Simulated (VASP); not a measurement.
ZnCd3Te2:

```
CELL_PARAMETERS angstrom
6.67923 0.00000 0.00000
-3.33961 5.78438 0.00000
0.00000 0.00000 3.71893
ATOMIC_POSITIONS crystal
Zn 0.00000 0.00000 0.00000
Cd 0.50000 0.00000 0.50000
Cd 0.50000 0.50000 0.50000
Cd 0.00000 0.50000 0.50000
Te 0.33333 0.66667 0.00000
Te 0.66667 0.33333 0.00000
```

| Item | Value |
| --- | --- |
| Program | VASP 6.6.1 |
| Task | relaxation of cell and atoms |
| Functional | PBE |
| Potentials or basis | VASP PAW PBE potentials, release 64 (Zn, Cd, Te) |
| Cutoff | 600 eV |
| k mesh | 3 × 3 × 6 |
| Occupations | gaussian, width 0.1 eV |
| Spin | no spin polarisation |

At the start: pressure 24.2 GPa; volume 23.95 Å³/atom.

**Question.** How do energy, volume and symmetry change on relaxing?

**Answer.** Over 7 steps the energy falls by 564.2 meV/atom and the volume is 34.21 Å³/atom (+42.8 %); space group P6/mmm (No. 191, to 0.05 Å).

The path:
```tsv
step	energy change (eV)	largest force (eV/Å)	pressure (GPa)	volume (Å³)
1	0.0000	0.0000	24.21	143.68
2	-2.9236	0.0000	-2.92	232.01
3	-3.3349	0.0000	0.60	197.24
4	-3.3372	0.0000	0.21	199.70
5	-3.3643	0.0000	0.16	201.64
6	-3.3849	0.0000	0.12	205.35
7	-3.3849	0.0000	0.12	205.24
```

Final structure:
```cif
data_structure
_symmetry_space_group_name_H-M 'P 1'
_symmetry_Int_Tables_number 1
_cell_length_a 7.4737
_cell_length_b 7.4737
_cell_length_c 4.2428
_cell_angle_alpha 90.000
_cell_angle_beta 90.000
_cell_angle_gamma 120.000
_cell_volume 205.24
loop_
_atom_site_label
_atom_site_type_symbol
_atom_site_fract_x
_atom_site_fract_y
_atom_site_fract_z
_atom_site_occupancy
Zn1 Zn 0.00000 0.00000 0.00000 1
Cd1 Cd 0.50000 0.00000 0.50000 1
Cd2 Cd 0.50000 0.50000 0.50000 1
Cd3 Cd 0.00000 0.50000 0.50000 1
Te1 Te 0.33333 0.66667 0.00000 1
Te2 Te 0.66667 0.33333 0.00000 1
```

Caveat: the k points lie up to 0.32 Å⁻¹ apart in the final cell; the volume moved by over 15 % at a fixed basis, so the end points are rough.
